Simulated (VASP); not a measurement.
Here is a VASP 6.6.1 calculation.

INCAR

```
  PREC = Accurate
  ENCUT = 520
  EDIFF = 1E-7
  ISMEAR = -1
  SIGMA = 0.05
  LREAL = False
  LASPH = True
  NELM = 150
  ALGO = Normal
  ISIF = 2
  LWAVE = False
  LCHARG = False
  ISPIN = 2
  MAGMOM = 3 3 3 0 0 0
  LORBIT = 11
  LMAXMIX = 4
  LDIPOL = True
  IDIPOL = 3
  DIPOL = 0.5 0.5 0.500
  GGA = PS
  NBANDS = 40
```

Contents of KPOINTS:

```
regular mesh
0
Gamma
  7 7 1
```

File POSCAR:

```
FePt
1.0
    2.7216540008      0.0000000000      0.0000000000
    0.0000000000      2.7216540008      0.0000000000
    0.0000000000      0.0000000000     24.2500000000
Fe Pt
3 3
Direct
    0.5000000000      0.5000000000      0.3092783505
    0.5000000000      0.5000000000      0.4618556701
    0.5000000000      0.5000000000      0.6144329897
    0.0000000000      0.0000000000      0.3855670103
    0.0000000000      0.0000000000      0.5381443299
    0.0000000000      0.0000000000      0.6907216495
```

Potentials or basis: VASP PAW PBE potentials, release 64 (Fe, Pt).

Launch:

```bash
$ cat potpaw_PBE.64/Fe/POTCAR potpaw_PBE.64/Pt/POTCAR > POTCAR
$ mpirun -np 1 vasp_std > vasp.out
```

Task: What does it give for the largest force?

Result: 0.666 eV/Å.

Task: What does it give for the net moment?

Result: 9.96 μB per cell.

Task: Estimate the site moments.

Result: Fe +3.00, +2.87, +2.99; Pt +0.30, +0.32, +0.33 μB.

Forces on the atoms (eV/Å):
```
Fe   0.000  0.000  0.488
Fe   0.000  0.000  0.081
Fe   0.000  0.000  0.569
Pt   0.000  0.000 -0.369
Pt   0.000  0.000 -0.104
Pt   0.000  0.000 -0.666
```

Caveat: the PAW data sets were made with another functional, which shifts forces and pressure a little.
